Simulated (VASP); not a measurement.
A run of VASP 6.6.1:

File INCAR:

```
SYSTEM = Ti2O
  PREC = Accurate
  ENCUT = 520
  EDIFF = 1E-7
  ISMEAR = 0
  SIGMA = 0.1
  LREAL = .FALSE.
  LASPH = .TRUE.
  NELM = 60
  ALGO = Normal
  ISIF = 2
  LWAVE = .FALSE.
  LCHARG = .FALSE.
  GGA = PS
  NBANDS = 22
```

File KPOINTS:

```
Automatic mesh
0
G
  18 18 10
  0 0 0
```

POSCAR

```
Ti2O
1.0
    2.8881497629      0.0000000000      0.0000000000
   -1.4440748814      2.5012110646      0.0000000000
    0.0000000000      0.0000000000      4.6418019430
Ti O
2 1
Direct
    0.6666666667      0.3333333333      0.2652701813
    0.3333333333      0.6666666667      0.7347298187
    0.0000000000      0.0000000000      0.0000000000
```

Potentials or basis: VASP PAW PBE potentials, release 64 (Ti_sv, O).

The run is started by

```bash
$ cat potpaw_PBE.64/Ti_sv/POTCAR potpaw_PBE.64/O/POTCAR > POTCAR
$ mpirun -np 1 vasp_std > vasp.out
```

Hardware: 1 thread of Intel(R) Xeon(R) Platinum 8175M CPU @ 2.50GHz (Skylake/Cascade Lake), with other jobs on the host.

Question: Estimate the wall time of this run.

Answer: Wall time 5.4 min on 1 thread of Intel(R) Xeon(R) Platinum 8175M CPU @ 2.50GHz (Skylake/Cascade Lake), on a shared host, peak memory 0.32 GiB. Counts: scf iterations 15, k points 330.
